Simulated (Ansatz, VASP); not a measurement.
# MgCd2O3: VASP beside Ansatz

```xyz
6
Lattice="-2.1897 2.1897 4.4916 2.1897 -2.1897 4.4916 2.1897 2.1897 -4.4916" Properties=species:S:1:pos:R:3 pbc="T T T"
Mg    0.0000    0.0000    0.0000
Cd    0.0000    2.1897    2.2458
Cd    2.1897    0.0000    2.2458
O     0.0000    2.1897    0.0000
O     2.1897    0.0000    0.0000
O     0.0000    0.0000    4.4916
```

Alike in both runs: functional PBE; k mesh 3 × 3 × 3; occupations gaussian, width 0.15 eV; no spin polarisation.

Ansatz relaxed the structure, and its values are those at the end. VASP's run is a single point on that final structure, the one shown.

|  | VASP | Ansatz |
| --- | --- | --- |
| version | VASP 6.6.1 | Ansatz 0.2.0 |
| potentials or method | VASP PAW PBE potentials, release 64 (Mg, Cd, O), cutoff 520 eV | scalar-relativistic, plane waves, PAW |
| valence electrons in the cell | 44 | 68 |

Ansatz gave:

- gap on the k mesh at the Fermi level (eV): none
- pressure (GPa): 0.1

Q: What did VASP give for the same quantities?

A: gap on the k mesh at the Fermi level (eV): none; pressure (GPa): 0.4.

A gap of «none» marks a metal or a gap that the smearing closes. VASP's potentials hold 44 valence electrons a cell and Ansatz's 68, so a difference there can come from the potentials and not from the codes.

The k mesh is coarse, so the values compare programs but aren't converged.
